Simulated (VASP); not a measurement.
Cd, 2 atoms in the cell. The structure is hexagonal, space group P6_3/mmc (No. 194). The conventional cell has a = 2.979 Å, b = 2.979 Å, c = 5.618 Å, α = 90.00°, β = 90.00°, γ = 120.00°. Within 3.9 Å of Cd (site symmetry -6m2) lie 12 Cd at 2.98 to 3.29 Å. 

```yaml
Program: VASP 6.6.1
Task: single point
Functional: PBE
Potentials_or_basis: VASP PAW PBE potentials, release 64 (Cd)
Cutoff: 500 eV
k_mesh: 4 × 2 × 2
Occupations: gaussian, width 0.1 eV
Spin: no spin polarisation
Dipole_correction: no
Further_INCAR_settings: ALGO = Normal; EDIFF = 1e-06; NBANDS = 19; ISYM = 0
```

Potentials or basis: VASP PAW PBE potentials, release 64 (Cd).

Command:

```sh
$ cat potpaw_PBE.64/Cd/POTCAR > POTCAR
$ mpirun -np 1 vasp_std > vasp.out
```

Hardware: 1 thread of Intel(R) Xeon(R) Platinum 8559C (Emerald Rapids), on a shared host.

Problem. Estimate the wall time of this run.

Solution. Run time: 8.4 s on 1 thread of Intel(R) Xeon(R) Platinum 8559C (Emerald Rapids) (shared host), peak memory 0.15 GiB. Counts: scf iterations 11, k points 12.
